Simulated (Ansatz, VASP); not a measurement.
# Zn: VASP beside Ansatz

The input POSCAR:

```
Zn
1.0
    2.6187264646      0.0000000000      0.0000000000
   -1.3093632323      2.2678836439      0.0000000000
    0.0000000000      0.0000000000      4.8388970683
Zn
2
Direct
    0.3333333333      0.6666666667      0.2500000000
    0.6666666667      0.3333333333      0.7500000000
```

The input INCAR.step1:

```
ALGO = Normal ; EDIFF = 1E-4
ENCUT = 520 ; GGA = PE
ISMEAR = 0 ; LASPH = True
LCHARG = False ; LREAL = False
LWAVE = True ; NBANDS = 19
NELM = 100 ; PREC = Accurate
SIGMA = 0.2
```

INCAR.step2

```
ALGO = Normal ; EDIFF = 1E-7
ENCUT = 520 ; ISIF = 2
ISMEAR = 0 ; ISTART = 1
LASPH = True ; LCHARG = False
LMIXTAU = True ; LREAL = False
LWAVE = False ; METAGGA = R2SCAN
NBANDS = 19 ; NELM = 100
PREC = Accurate ; SIGMA = 0.2
```

File KPOINTS:

```
k-points
0
Gamma
  14 14 7
```

Input for Ansatz:

```yaml
crystal:
  lattice:
    - [2.6187264646, 0.0, 0.0]
    - [-1.3093632323, 2.2678836439, 0.0]
    - [0.0, 0.0, 4.8388970683]
  atoms:
    - { symbol: Zn, position: [0.3333333333, 0.6666666667, 0.25] }
    - { symbol: Zn, position: [0.6666666667, 0.3333333333, 0.75] }
hamiltonian:
  xc: r2scan
  pseudopotentials:
    kind: paw
    azcp:
      Zn: "pseudopotentials/Zn.paw.azcp"
basis:
  ecutwfc: 500
  fft_grid_basis: typed
kpoints:
  mp_grid: { grid: [14, 14, 7], shift: [0, 0, 0] }
magnetization:
  spin_polarized: false
scf:
  occupations: { method: gaussian, width: 0.2 }
  lower_state_search: "off"
output:
  stress: true
```

Alike in both runs: task single point; functional r2SCAN; k mesh 14 × 14 × 7; occupations gaussian, width 0.2 eV; no spin polarisation.

|  | VASP | Ansatz |
| --- | --- | --- |
| version | VASP 6.6.1 | Ansatz 0.2.0 |
| potentials or method | VASP PAW PBE potentials, release 64 (Zn), cutoff 520 eV | plane waves (500 eV) with PAW, scalar-relativistic |
| valence electrons in the cell | 24 | 24 |

```tsv
	VASP	Ansatz	Ansatz less VASP
pressure (GPa)	0.5	0.0	-0.50
traceless stress, the component that is largest in VASP (GPa)	-1.27	-1.13	+0.135
```

VASP's potentials were made for PBE, not for r2SCAN.
